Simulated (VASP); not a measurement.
# MnAs (F-43m) in VASP: notebook

The runs below take MnAs through single point, with PBEsol.

Program: VASP 6.6.1. These are calculated values, not measurements. Logs are shortened: lines on timing, memory, paths and dates and some standing lists are left out, and cuts for length are marked.

### 1 The cell of the first run

It takes space group F-43m (No. 216, cubic). The conventional cell has a = 5.423 Å, b = 5.423 Å, c = 5.423 Å, α = 90.00°, β = 90.00°, γ = 90.00°. Mn (site symmetry -43m) has 4 As at 2.35 Å within 3.1 Å. As (site symmetry -43m) has 4 Mn at 2.35 Å within 3.1 Å.

### 2 Single point, PBEsol, collinear spin, ferromagnetic start (19.93 Å³/atom)

File INCAR:

```
SYSTEM = MnAs
PREC = Accurate
ENCUT = 520
EDIFF = 1E-6
ISMEAR = 0
SIGMA = 0.05
LREAL = .FALSE.
LASPH = .TRUE.
NELM = 150
ALGO = Normal
ISIF = 2
LWAVE = .FALSE.
LCHARG = .FALSE.
ISPIN = 2
MAGMOM = 3.37 0
LORBIT = 11
LMAXMIX = 4
GGA = PS
NBANDS = 20
```

File KPOINTS:

```
regular mesh
0
G
  12 12 12
  0 0 0
```

File POSCAR:

```
MnAs
1.0
    0.0000000000      2.7112944771      2.7112944771
    2.7112944771      0.0000000000      2.7112944771
    2.7112944771      2.7112944771      0.0000000000
Mn As
1 1
Direct
    0.0000000000      0.0000000000      0.0000000000
    0.2500000000      0.2500000000      0.2500000000
```

Potentials or basis: VASP PAW PBE potentials, release 64 (Mn_pv, As).

Command:

```sh
$ cat potpaw_PBE.64/Mn_pv/POTCAR potpaw_PBE.64/As/POTCAR > POTCAR
$ mpirun -np 1 vasp_std > vasp.out
```

OUTCAR:

```text
SYSTEM = MnAs
   PREC = Accurate
   ENCUT = 520
   EDIFF = 1E-6
   ISMEAR = 0
   LREAL = .FALSE.
   LASPH = .TRUE.
   NELM = 150
   ISIF = 2
   ISPIN = 2
   LORBIT = 11
   GGA = PS

 ion  position               nearest neighbor table
   1  0.000  0.000  0.000-   2 2.35   2 2.35   2 2.35   2 2.35
   2  0.250  0.250  0.250-   1 2.35   1 2.35   1 2.35   1 2.35

  LATTYP: Found a face centered cubic cell.
 ALAT       =     5.4225889542

  Lattice vectors:

 A1 = (   0.0000000000,   2.7112944771,   2.7112944771)
 A2 = (   2.7112944771,   0.0000000000,   2.7112944771)
 A3 = (   2.7112944771,   2.7112944771,   0.0000000000)

Analysis of symmetry for initial positions (statically):
=====================================================================
 Subroutine PRICEL returns:
 Original cell was already a primitive cell.

 Routine SETGRP: Setting up the symmetry group for a
 face centered cubic supercell.

 Subroutine GETGRP returns: Found 24 space group operations
 (whereof 24 operations were pure point group operations)
 out of a pool of 48 trial point group operations.

The static configuration has the point symmetry T_d .

Analysis of symmetry for dynamics (positions and initial velocities):
=====================================================================
 Subroutine PRICEL returns:
 Original cell was already a primitive cell.

 Routine SETGRP: Setting up the symmetry group for a
 face centered cubic supercell.

 Subroutine GETGRP returns: Found 24 space group operations
 (whereof 24 operations were pure point group operations)
 out of a pool of 48 trial point group operations.

The dynamic configuration has the point symmetry T_d .

Analysis of structural, dynamic, and magnetic symmetry:
=====================================================================
 Subroutine PRICEL returns:
 Original cell was already a primitive cell.

 Routine SETGRP: Setting up the symmetry group for a
 face centered cubic supercell.

 Subroutine GETGRP returns: Found 24 space group operations
 (whereof 24 operations were pure point group operations)
 out of a pool of 48 trial point group operations.

The overall configuration has the point symmetry T_d .

 Subroutine INISYM returns: Found 24 space group operations
 (whereof 24 operations are pure point group operations),
 and found     1 'primitive' translations

----------------------------------------------------------------------------------------

                                     Primitive cell

  volume of cell :      39.8621

  direct lattice vectors                    reciprocal lattice vectors
     0.000000000  2.711294477  2.711294477    -0.184413757  0.184413757  0.184413757
     2.711294477  0.000000000  2.711294477     0.184413757 -0.184413757  0.184413757
     2.711294477  2.711294477  0.000000000     0.184413757  0.184413757 -0.184413757

  length of vectors
     3.834349421  3.834349421  3.834349421     0.319413996  0.319413996  0.319413996

  position of ions in fractional coordinates (direct lattice)
     0.000000000  0.000000000  0.000000000
     0.250000000  0.250000000  0.250000000

  ion indices of the primitive-cell ions
   primitive index   ion index
                 1           1
                 2           2

----------------------------------------------------------------------------------------

 KPOINTS: regular mesh

Automatic generation of k-mesh.
 Grid dimensions read from file:
 generate k-points for:   12   12   12

 Generating k-lattice:

  Cartesian coordinates                     Fractional coordinates (reciprocal lattice)
    -0.015367813  0.015367813  0.015367813     0.083333333  0.000000000  0.000000000
     0.015367813 -0.015367813  0.015367813     0.000000000  0.083333333  0.000000000
     0.015367813  0.015367813 -0.015367813     0.000000000  0.000000000  0.083333333

  Length of vectors
     0.026617833  0.026617833  0.026617833

  Shift w.r.t. Gamma in fractional coordinates (k-lattice)
     0.000000000  0.000000000  0.000000000

 Subroutine IBZKPT returns following result:
 ===========================================

 Found     72 irreducible k-points:

 Following reciprocal coordinates:
            Coordinates               Weight
  0.000000  0.000000  0.000000      1.000000
  0.083333  0.000000  0.000000      8.000000
  0.166667  0.000000  0.000000      8.000000
  0.250000  0.000000  0.000000      8.000000
  0.333333  0.000000  0.000000      8.000000
  0.416667  0.000000  0.000000      8.000000
[... 16 lines left out ...]
  0.500000  0.166667  0.000000     24.000000
 -0.416667  0.166667  0.000000     24.000000
 [... further k-points ...]
   k-points           NKPTS =     72   k-points in BZ     NKDIM =     72   number of bands    NBANDS=     20
   number of dos      NEDOS =    301   number of ions     NIONS =      2
   total plane-waves  NPLWV =  27000
   dimension x,y,z NGX =    30 NGY =   30 NGZ =   30
   dimension x,y,z NGXF=    60 NGYF=   60 NGZF=   60
   ions per type =               1   1
   NGX,Y,Z   is equivalent  to a cutoff of  13.01, 13.01, 13.01 a.u.
   NGXF,Y,Z  is equivalent  to a cutoff of  26.01, 26.01, 26.01 a.u.
 SYSTEM =  MnAs
   PREC   = accura    normal or accurate (medium, high low for compatibility)
   ISTART =      0    job   : 0-new  1-cont  2-samecut
   ICHARG =      2    charge: 1-file 2-atom 10-const
   ISPIN  =      2    spin polarized calculation?
   LNONCOLLINEAR =      F non collinear calculations
   LSORBIT =      F    spin-orbit coupling
   LASPH  =      T    aspherical Exc in radial PAW
   ENCUT  =  520.0 eV  38.22 Ry    6.18 a.u.   7.13  7.13  7.13*2*pi/ulx,y,z
   NELM   =    150;   NELMIN=  2; NELMDL= -5     # of ELM steps
   EDIFF  = 0.1E-05   stopping-criterion for ELM
   LREAL  =      F    real-space projection
[... 7 lines left out ...]
   TEBEG  =    0.0;   TEEND  =   0.0 temperature during run
   PSTRESS=    0.0 pullay stress
   NELECT =      18.0000    total number of electrons
   NUPDOWN=      -1.0000    fix difference up-down
   EMIN   =  10.00;   EMAX   =-10.00  energy-range for DOS
   EFERMI =   0.00;   METHOD = LEGACY
   ISMEAR =     0;   SIGMA  =   0.05  broadening in eV -4-tet -1-fermi 0-gaus
   EFERMI_NEDOS =   21; number of points for ismear=-14 and -15
   IALGO  =     38    algorithm
   IMIX   =      4    mixing-type and parameters
     AMIX     =   0.40;   BMIX     =  1.00
     AMIX_MAG =   1.60;   BMIX_MAG =  1.00
  volume/ion in A,a.u.               =      19.93       134.50
  Fermi-wavevector in a.u.,A,eV,Ry     =   1.255969  2.373438 21.462627  1.577459
  Thomas-Fermi vector in A             =   2.389700
   LORBIT       =     11    0 simple, 1 ext, 2 COOP (PROOUT), +10 PAW based schemes
   GGA     = PS    functional components
   LHFCALC =     F    Hartree Fock is set to
   AEXX    =    0.0000 exact exchange contribution
   IVDW    =     0    specifies the selected vdW correction
   LEPSILON=     F    determine dielectric tensor
   LRPA    =     F    only Hartree local field effects (RPA)
 spin polarized calculation
 Gauss-broadening in eV      SIGMA  =   0.05
  energy-cutoff  :      520.00
  volume of cell :       39.86
 maximum number of plane-waves:      1090
 NGX is ok and might be reduce to    30
   NGX = 15   NGY = 15   NGZ = 15

 number of electron      18.0000013 magnetization       3.1536247

 Free energy of the ion-electron system (eV)
  ---------------------------------------------------
  ext. energy  EPLUGINS =         0.00000000
  ---------------------------------------------------
  free energy    TOTEN  =       -14.14858895 eV

  energy without entropy =      -14.14660048  energy(sigma->0) =      -14.14759472

 E-fermi :   4.7491     XC(G=0): -10.3428

 val. band max:        4.7487305279   @ k =   0.3333   0.1667   0.0833
 cond. band min:       4.7624973653   @ k =  -0.2500   0.3333   0.0833
 fundamental gap:      0.0137668373
 Fermi energy:         4.7491470849

 spin component 1

 k-point     1 :       0.0000    0.0000    0.0000
  band No.  band energies     occupation
      1     -44.9347      1.00000
      2     -44.9347      1.00000
      3     -44.9346      1.00000
      4      -7.4951      1.00000
      5       0.9089      1.00000
      6       0.9089      1.00000
[... 12 lines left out ...]
     19      17.6841      0.00000
     20      17.9477      0.00000

 k-point     2 :       0.0833    0.0000    0.0000
  band No.  band energies     occupation
      1     -44.9351      1.00000
      2     -44.9347      1.00000
      3     -44.9347      1.00000
      4      -7.4232      1.00000
      5       0.8358      1.00000
      6       0.9309      1.00000
[... 498 lines left out ...]
 k-point    24 :      -0.4167    0.1667    0.0000
  band No.  band energies     occupation
      1     -44.9415      1.00000
      2     -44.9371      1.00000
      3     -44.9362      1.00000
      4      -6.0163      1.00000
      5      -0.0496      1.00000
      6       0.9209      1.00000
[... 12 lines left out ...]
     19      18.7541      0.00000
     20      22.3108      0.00000

 [... further k-points ...]

 spin component 2

 k-point     1 :       0.0000    0.0000    0.0000
  band No.  band energies     occupation
      1     -41.6676      1.00000
      2     -41.6676      1.00000
      3     -41.6676      1.00000
      4      -7.4457      1.00000
      5       2.3691      1.00000
      6       2.3691      1.00000
[... 12 lines left out ...]
     19      18.2950      0.00000
     20      18.3609      0.00000

 k-point     2 :       0.0833    0.0000    0.0000
  band No.  band energies     occupation
      1     -41.6683      1.00000
      2     -41.6678      1.00000
      3     -41.6678      1.00000
      4      -7.3762      1.00000
      5       2.2057      1.00000
      6       2.3897      1.00000
[... 498 lines left out ...]
 k-point    24 :      -0.4167    0.1667    0.0000
  band No.  band energies     occupation
      1     -41.6766      1.00000
      2     -41.6708      1.00000
      3     -41.6696      1.00000
      4      -6.0218      1.00000
      5       0.2825      1.00000
      6       2.1043      1.00000
[... 12 lines left out ...]
     19      19.2852      0.00000
     20      22.6818      0.00000

 [... further k-points ...]
[... 5 lines left out ...]
  --------------------------------------------------------------------------------------
  -------------------------------------------------------------------------------------
  Total        0.7057504      0.7057504      0.7057504     -0.0000000      0.0000000      0.0000000
  in kB       28.3662308     28.3662308     28.3662308     -0.0000000      0.0000000      0.0000000
  external PRESSURE =      28.3662308 kB  Pullay stress =       0.0000000 kB

 VOLUME and BASIS-vectors are now :
 -----------------------------------------------------------------------------
  energy-cutoff  :      520.00
  volume of cell :       39.86
      direct lattice vectors                 reciprocal lattice vectors
     0.000000000  2.711294477  2.711294477    -0.184413757  0.184413757  0.184413757
     2.711294477  0.000000000  2.711294477     0.184413757 -0.184413757  0.184413757
     2.711294477  2.711294477  0.000000000     0.184413757  0.184413757 -0.184413757

 POSITION                                       TOTAL-FORCE (eV/Angst)
 -----------------------------------------------------------------------------------
      0.00000      0.00000      0.00000         0.000000      0.000000      0.000000
      1.35565      1.35565      1.35565        -0.000000     -0.000000     -0.000000
 -----------------------------------------------------------------------------------
    total drift:                               -0.000001     -0.000001     -0.000001

  FREE ENERGIE OF THE ION-ELECTRON SYSTEM (eV)
  ---------------------------------------------------
  free  energy   TOTEN  =       -14.1485889545 eV

  energy  without entropy=      -14.1466004844  energy(sigma->0) =      -14.14759472

 total charge

# of ion       s       p       d       tot
------------------------------------------
    1        0.351   6.262   5.072  11.685
    2        1.231   1.609   0.053   2.893
--------------------------------------------------
tot          1.582   7.871   5.125  14.578

 magnetization (x)

# of ion       s       p       d       tot
------------------------------------------
    1        0.051   0.030   3.071   3.152
    2       -0.005  -0.162   0.021  -0.147
--------------------------------------------------
tot          0.046  -0.132   3.091   3.005
```

It took 51 s on 1 thread of AMD EPYC 9R45 (Zen 5), shared host; peak memory 0.21 GiB.

What came out:

| Item | Value |
| --- | --- |
| Free energy | -14.1486 eV |
| Pressure | 2.8 GPa |
| Net moment | 3.15 μB per cell |
| Site moments | Mn +3.15; As -0.15 μB |
| Valence electrons inside the program's atomic spheres | Mn 11.69; As 2.89 |

Caveat: the PAW data sets were made with another functional, which shifts forces and pressure a little; a cell with one magnetic atom can't hold antiferromagnetic order, which such compounds often take.

### 3 Single point, PBEsol, collinear spin, ferromagnetic start (20.35 Å³/atom)

This run uses another cell than the first one, of 20.35 Å³/atom.

File INCAR:

```
PREC = Accurate
ENCUT = 520
EDIFF = 1E-6
ISMEAR = 0
SIGMA = 0.05
LREAL = F
LASPH = T
NELM = 150
ALGO = Normal
ISIF = 2
LWAVE = F
LCHARG = F
ISPIN = 2
MAGMOM = 3.44 0
LORBIT = 11
LMAXMIX = 4
GGA = PS
NBANDS = 20
```

File KPOINTS:

```
regular mesh
0
Gamma
  12 12 12
```

File POSCAR:

```
MnAs
1.0
    0.0000000000      2.7299936506      2.7299936506
    2.7299936506      0.0000000000      2.7299936506
    2.7299936506      2.7299936506      0.0000000000
Mn As
1 1
Direct
    0.0000000000      0.0000000000      0.0000000000
    0.2500000000      0.2500000000      0.2500000000
```

Potentials or basis: VASP PAW PBE potentials, release 64 (Mn_pv, As).

Command:

```sh
$ cat potpaw_PBE.64/Mn_pv/POTCAR potpaw_PBE.64/As/POTCAR > POTCAR
$ mpirun -np 1 vasp_std > vasp.out
```

It took 57 s on 1 thread of AMD EPYC 9R45 (Zen 5), shared host; peak memory 0.22 GiB.

Results (log left out):

- Free energy: -14.1606 eV
- Pressure: 1.5 GPa
- Net moment: 3.21 μB per cell
- Site moments: Mn +3.21; As -0.15 μB
- Valence electrons inside the program's atomic spheres: Mn 11.65; As 2.88

Levels at points of the mesh, in eV from the Fermi level:
Spin up:
| k point | band 8 | band 9 | band 10 | band 11 | band 12 | band 13 |
| --- | --- | --- | --- | --- | --- | --- |
| (0.00, 0.00, 0.00) | -2.52 | -2.52 | 3.28 | 3.28 | 3.28 | 3.77 |
| (0.50, 0.00, 0.00) | -2.36 | -2.36 | -1.94 | 1.56 | 1.56 | 4.82 |
| (0.50, 0.50, 0.00) | -2.46 | -2.30 | -1.76 | -0.73 | -0.73 | 3.99 |
Spin down:
| k point | band 3 | band 4 | band 5 | band 6 | band 7 | band 8 | band 9 | band 10 | band 11 | band 12 |
| --- | --- | --- | --- | --- | --- | --- | --- | --- | --- | --- |
| (0.00, 0.00, 0.00) | -46.38 | -12.09 | -2.31 | -2.31 | -2.31 | 0.62 | 0.62 | 4.07 | 4.56 | 4.56 |
| (0.50, 0.00, 0.00) | -46.38 | -10.83 | -4.68 | -2.08 | -2.08 | 0.60 | 0.71 | 0.71 | 2.83 | 2.83 |
| (0.50, 0.50, 0.00) | -46.38 | -10.40 | -4.55 | -1.90 | -1.90 | -0.50 | 0.86 | 1.00 | 1.10 | 1.10 |

Caveat: the PAW data sets were made with another functional, which shifts forces and pressure a little; a cell with one magnetic atom can't hold antiferromagnetic order, which such compounds often take.

### 4 Single point, PBEsol, collinear spin, ferromagnetic start (21.18 Å³/atom)

This run uses another cell than the first one, of 21.18 Å³/atom.

File INCAR:

```
PREC     = Accurate       # precision mode
ENCUT    = 520            # plane-wave cutoff, eV
EDIFF    = 1E-6           # SCF threshold, eV
ISMEAR   = 0              # smearing method
SIGMA    = 0.05           # smearing width, eV
LREAL    = False          # projectors in reciprocal space
LASPH    = True           # aspherical terms in the spheres
NELM     = 150            # most SCF steps
ALGO     = Normal         # electronic algorithm
ISIF     = 2              # what is computed and relaxed
LWAVE    = False          # write WAVECAR
LCHARG   = False          # write CHGCAR
ISPIN    = 2              # spin polarisation
MAGMOM   = 3.44 0         # initial moments
LORBIT   = 11             # projections on sites
LMAXMIX  = 4              # l up to which the mixer works
GGA      = PS             # functional
NBANDS   = 20             # bands
```

KPOINTS is that of step 3.

File POSCAR:

```
MnAs
1.0
    0.0000000000      2.7666422338      2.7666422338
    2.7666422338      0.0000000000      2.7666422338
    2.7666422338      2.7666422338      0.0000000000
Mn As
1 1
Direct
    0.0000000000      0.0000000000      0.0000000000
    0.2500000000      0.2500000000      0.2500000000
```

Command:

```sh
$ cat potpaw_PBE.64/Mn_pv/POTCAR potpaw_PBE.64/As/POTCAR > POTCAR
$ mpirun -np 1 vasp_std > vasp.out
```

Wall time 60 s (1 thread of AMD EPYC 9R45 (Zen 5), shared host); peak memory 0.22 GiB.

It converged, with:

```
Free energy                                           : -14.1634 eV
Pressure                                              : -0.7 GPa
Net moment                                            : 3.38 μB per cell
Site moments                                          : Mn +3.36; As -0.16 μB
Valence electrons inside the program's atomic spheres : Mn 11.60; As 2.86
```

Levels at points of the mesh, in eV from the Fermi level:
Spin up:
```csv
k point,band 7,band 8,band 9,band 10,band 11,band 12,band 13,band 14
"(0.00, 0.00, 0.00)",-3.76,-2.58,-2.58,3.04,3.04,3.04,3.50,6.76
"(0.50, 0.00, 0.00)",-3.58,-2.43,-2.43,-2.03,1.42,1.42,4.59,7.34
"(0.50, 0.50, 0.00)",-2.93,-2.48,-2.38,-1.85,-0.77,-0.77,3.82,5.10
```
Spin down:
```
           k point  band 5  band 6  band 7  band 8  band 9  band 10
(0.00, 0.00, 0.00)   -2.19   -2.19   -2.19    0.69    0.69     3.85
(0.50, 0.00, 0.00)   -4.51   -1.98   -1.98    0.65    0.78     0.78
(0.50, 0.50, 0.00)   -4.38   -1.84   -1.84   -0.36    0.89     1.05
```

Caveat: the PAW data sets were made with another functional, which shifts forces and pressure a little; a cell with one magnetic atom can't hold antiferromagnetic order, which such compounds often take.

[end of part 1 of 2]
